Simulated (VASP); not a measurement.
Input of a VASP 6.6.1 run:

The input INCAR:

```
SYSTEM = C
  PREC = Accurate
  ENCUT = 600
  EDIFF = 1E-6
  ISMEAR = 0
  SIGMA = 0.15
  LREAL = .FALSE.
  LASPH = .TRUE.
  NELM = 120
  ALGO = Normal
  ISIF = 2
  LWAVE = .FALSE.
  LCHARG = .FALSE.
  GGA = PS
  IVDW = 12
  NBANDS = 16
  GGA_COMPAT = .FALSE.
```

File KPOINTS:

```
regular mesh
0
G
  18 12 10
  0 0 0
```

File POSCAR:

```
C
1.0
   -2.4576582504      0.0000000000      0.0000000000
    0.0000000000      0.0000000000     -3.5294825081
    0.0000000000     -4.2567889574      0.0000000000
C
4
Direct
    0.5000000000      0.0000000000      0.1560953181
    0.0000000000      0.0000000000      0.6490477524
    0.0000000000      0.0000000000      0.3439046819
    0.5000000000      0.0000000000      0.8509522476
```

Potentials or basis: VASP PAW PBE potentials, release 64 (C).

The run is started by

```bash
$ cat potpaw_PBE.64/C/POTCAR > POTCAR
$ mpirun -np 1 vasp_std > vasp.out
```

Task: Predict the largest force.

Result: 8.658 eV/Å.

Task: What does it give for the dispersion energy per atom?

Result: -0.105 eV.

Task: Predict the pressure.

Result: 7.6 GPa.

Stress tensor (GPa, compression positive):
```
-4.13  0.00  0.00
 0.00 27.73  0.00
 0.00  0.00 -0.70
```

Caveat: the cell differs from its parent crystal (atoms displaced along several vibrational modes); the stress differs along the axes, from -4 to 28 GPa; the PAW data sets were made with another functional, which shifts forces and pressure a little.
